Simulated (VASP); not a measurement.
# Ga (Cmcm) in VASP: a series of runs

Runs on Ga. Level: LDA. Tasks: single point.

Program: VASP 6.6.1. These are calculated values, not measurements. Logs are shortened: lines on timing, memory, paths and dates and some standing lists are left out, and cuts for length are marked.

### Step 1. The cell of the first run

It takes space group Cmcm (No. 63, orthorhombic). The conventional cell has a = 2.813 Å, b = 7.886 Å, c = 3.170 Å, α = 90.00°, β = 90.00°, γ = 90.00°. Ga (site symmetry m2m) has 10 Ga at 2.63 to 3.17 Å within 3.5 Å.

### Step 2. Single point, LDA (equal xx and yy strain of -3 %)

Contents of INCAR:

```
SYSTEM = Ga
  ALGO = Normal
  EDIFF = 1E-6
  ENCUT = 520
  ISIF = 2
  ISMEAR = -1
  LASPH = .True.
  LCHARG = .False.
  LREAL = .False.
  LWAVE = .False.
  NBANDS = 20
  NELM = 100
  PREC = Accurate
  SIGMA = 0.08
```

Contents of KPOINTS:

```
k-points
0
Gamma
  12 12 10
  0 0 0
```

Contents of POSCAR:

```
Ga
1.0
    1.4065000000     -3.9430500000      0.0000000000
    1.4065000000      3.9430500000      0.0000000000
    0.0000000000      0.0000000000      3.1700000000
Ga
2
Direct
    0.8670000000      0.1330000000      0.2500000000
    0.1330000000      0.8670000000      0.7500000000
```

Potentials or basis: VASP PAW LDA potentials, release 64 (Ga_d).

Command:

```sh
$ cat potpaw_LDA.64/Ga_d/POTCAR > POTCAR
$ mpirun -np 1 vasp_std > vasp.out
```

OUTCAR:

```text
SYSTEM = Ga
   EDIFF = 1E-6
   ENCUT = 520
   ISIF = 2
   ISMEAR = -1
   LASPH = .True.
   LREAL = .False.
   NELM = 100
   PREC = Accurate

 ion  position               nearest neighbor table
   1  0.867  0.133  0.250-   2 2.63   2 2.63   2 2.81   2 2.81   2 2.81   2 2.81
   2  0.133  0.867  0.750-   1 2.63   1 2.63   1 2.81   1 2.81   1 2.81   1 2.81

  LATTYP: Found a base centered orthorhombic cell.
 ALAT       =     2.8130000000
 B/A-ratio  =     2.8034482759
 C/A-ratio  =     1.1269107714

  Lattice vectors:

 A1 = (   1.4065000000,  -3.9430500000,   0.0000000000)
 A2 = (   1.4065000000,   3.9430500000,   0.0000000000)
 A3 = (   0.0000000000,   0.0000000000,   3.1700000000)

Analysis of symmetry for initial positions (statically):
=====================================================================
 Subroutine PRICEL returns:
 Original cell was already a primitive cell.

 Routine SETGRP: Setting up the symmetry group for a
 base centered orthorhombic supercell.

 Subroutine GETGRP returns: Found  8 space group operations
 (whereof  4 operations were pure point group operations)
 out of a pool of  8 trial point group operations.

The static configuration has the point symmetry C_2h.
 The point group associated with its full space group is D_2h.

Analysis of symmetry for dynamics (positions and initial velocities):
=====================================================================
 Subroutine PRICEL returns:
 Original cell was already a primitive cell.

 Routine SETGRP: Setting up the symmetry group for a
 base centered orthorhombic supercell.

 Subroutine GETGRP returns: Found  8 space group operations
 (whereof  4 operations were pure point group operations)
 out of a pool of  8 trial point group operations.

The dynamic configuration has the point symmetry C_2h.
 The point group associated with its full space group is D_2h.

 Subroutine INISYM returns: Found  8 space group operations
 (whereof  4 operations are pure point group operations),
 and found     1 'primitive' translations

----------------------------------------------------------------------------------------

                                     Primitive cell

  volume of cell :      35.1610

  direct lattice vectors                    reciprocal lattice vectors
     1.406500000 -3.943050000  0.000000000     0.355492357 -0.126805392  0.000000000
[... 80 lines left out ...]
   ISPIN  =      1    spin polarized calculation?
   LNONCOLLINEAR =      F non collinear calculations
   LSORBIT =      F    spin-orbit coupling
   LASPH  =      T    aspherical Exc in radial PAW
   ENCUT  =  520.0 eV  38.22 Ry    6.18 a.u.   7.78  7.78  5.89*2*pi/ulx,y,z
   NELM   =    100;   NELMIN=  2; NELMDL= -5     # of ELM steps
   EDIFF  = 0.1E-05   stopping-criterion for ELM
   LREAL  =      F    real-space projection
   EDIFFG = 0.1E-04   stopping-criterion for IOM
   NSW    =      0    number of steps for IOM
   IBRION =     -1    ionic relax: 0-MD 1-quasi-New 2-CG
   NFREE  =      0    steps in history (QN), initial steepest desc. (CG)
   ISIF   =      2    stress and relaxation
   ISYM   =      2    0-nonsym 1-usesym 2-fastsym
   POTIM  = 0.5000    time-step for ionic-motion
   TEBEG  =    0.0;   TEEND  =   0.0 temperature during run
   PSTRESS=    0.0 pullay stress
   NELECT =      26.0000    total number of electrons
   NUPDOWN=      -1.0000    fix difference up-down
   EMIN   =  10.00;   EMAX   =-10.00  energy-range for DOS
   EFERMI =   0.00;   METHOD = LEGACY
   ISMEAR =    -1;   SIGMA  =   0.08  broadening in eV -4-tet -1-fermi 0-gaus
   EFERMI_NEDOS =   21; number of points for ismear=-14 and -15
   IALGO  =     38    algorithm
   IMIX   =      4    mixing-type and parameters
     AMIX     =   0.40;   BMIX     =  1.00
     AMIX_MAG =   1.60;   BMIX_MAG =  1.00
  volume/ion in A,a.u.               =      17.58       118.64
  Fermi-wavevector in a.u.,A,eV,Ry     =   1.480399  2.797549 29.818282  2.191582
  Thomas-Fermi vector in A             =   2.594438
   LORBIT       =      0    0 simple, 1 ext, 2 COOP (PROOUT), +10 PAW based schemes
   GGA     = CA    functional components
   LHFCALC =     F    Hartree Fock is set to
   AEXX    =    0.0000 exact exchange contribution
   IVDW    =     0    specifies the selected vdW correction
   LEPSILON=     F    determine dielectric tensor
   LRPA    =     F    only Hartree local field effects (RPA)
 non-spin polarized calculation
  energy-cutoff  :      520.00
  volume of cell :       35.16
 maximum number of plane-waves:       976
   NGX = 15   NGY = 15   NGZ = 11

 number of electron      25.9999979 magnetization

 Free energy of the ion-electron system (eV)
  ---------------------------------------------------
  ext. energy  EPLUGINS =         0.00000000
  ---------------------------------------------------
  free energy    TOTEN  =        -7.15067509 eV

  energy without entropy =       -7.13371549  energy(sigma->0) =       -7.14219529

 E-fermi :   6.0059     XC(G=0): -11.6461

 val. band max:        6.0039172413   @ k =   0.1667   0.0833   0.1000
 cond. band min:       6.0116225519   @ k =   0.3333   0.0833   0.5000
 fundamental gap:      0.0077053106
 Fermi energy:         6.0059400937

 k-point     1 :       0.0000    0.0000    0.0000
  band No.  band energies     occupation
      1      -9.4005      2.00000
      2      -9.3878      2.00000
      3      -9.3012      2.00000
      4      -9.2952      2.00000
      5      -9.0480      2.00000
      6      -9.0355      2.00000
[... 541 lines left out ...]
     19      16.7903      0.00000
     20      19.4556      0.00000

 [... further k-points ...]

------------------------ aborting loop because EDIFF is reached ----------------------------------------

  FORCE on cell =-STRESS in cart. coord.  units (eV):
  Direction    XX          YY          ZZ          XY          YZ          ZX
  --------------------------------------------------------------------------------------
  -------------------------------------------------------------------------------------
  Total       -0.6610793     -0.0183764      0.1441491      0.0000000     -0.0000000      0.0000000
  in kB      -30.1233197     -0.8373570      6.5684227      0.0000000     -0.0000000      0.0000000
  external PRESSURE =      -8.1307514 kB  Pullay stress =       0.0000000 kB

 VOLUME and BASIS-vectors are now :
 -----------------------------------------------------------------------------
  energy-cutoff  :      520.00
  volume of cell :       35.16
      direct lattice vectors                 reciprocal lattice vectors
     1.406500000 -3.943050000  0.000000000     0.355492357 -0.126805392  0.000000000
     1.406500000  3.943050000  0.000000000     0.355492357  0.126805392  0.000000000
     0.000000000  0.000000000  3.170000000     0.000000000  0.000000000  0.315457413

 POSITION                                       TOTAL-FORCE (eV/Angst)
 -----------------------------------------------------------------------------------
      1.40650     -2.89420      0.79250         0.000000      0.198453     -0.000000
      1.40650      2.89420      2.37750         0.000000     -0.198453      0.000000
 -----------------------------------------------------------------------------------
    total drift:                                0.000000      0.000000     -0.000000

  FREE ENERGIE OF THE ION-ELECTRON SYSTEM (eV)
  ---------------------------------------------------
  free  energy   TOTEN  =        -7.1506750911 eV

  energy  without entropy=       -7.1337154892  energy(sigma->0) =       -7.14219529
```

stdout:

```text
POSCAR found type information on POSCAR Ga
 POSCAR found :  1 types and       2 ions
 scaLAPACK will be used
 LDA part: xc-table for (Slater(with rela. corr.)+CA(PZ))
 , standard interpolation
 POSCAR, INCAR and KPOINTS ok, starting setup
 FFT: planning ... GRIDC
 FFT: planning ... GRID_SOFT
 FFT: planning ... GRID
 WAVECAR not read
 entering main loop
```

It took 71 s on 1 thread of Intel Xeon Platinum 8259CL at 2.50GHz (Skylake/Cascade Lake), shared host; peak memory 0.25 GiB.

What came out:

- Free energy: -7.1507 eV
- Pressure: -0.8 GPa
- Largest force: 0.198 eV/Å
- Band gap on the k mesh: zero (band 13 reaches 10.76 eV, above the bottom of band 14 at 1.43 eV)

Forces in eV/Å, atoms in the order of the input:
```
Ga   0.000  0.198  0.000
Ga   0.000 -0.198  0.000
```

Stress tensor (GPa, compression positive):
```
-3.01  0.00  0.00
 0.00 -0.08  0.00
 0.00  0.00  0.66
```

Levels at points of the mesh, in eV from the Fermi level:
| k point | band 11 | band 12 | band 13 | band 14 | band 15 | band 16 |
| --- | --- | --- | --- | --- | --- | --- |
| (0.00, 0.00, 0.00) | -11.75 | -2.30 | -1.36 | 2.34 | 6.29 | 8.51 |
| (0.50, 0.00, 0.00) | -6.77 | -5.62 | -1.77 | -0.21 | 6.52 | 6.84 |
| (0.50, 0.50, 0.00) | -9.58 | -8.91 | 4.75 | 5.54 | 6.31 | 6.97 |
| (0.00, 0.00, 0.50) | -7.90 | -7.90 | 1.88 | 1.88 | 2.73 | 2.73 |
| (0.50, 0.00, 0.50) | -3.16 | -3.16 | -1.77 | -1.77 | 1.91 | 1.91 |
| (0.50, 0.50, 0.50) | -5.91 | -5.91 | -4.57 | -4.57 | 10.16 | 10.16 |

Caveat: the cell differs from its parent crystal (equal xx and yy strain of -3 %).

(Part 1 of 2 ends here.)
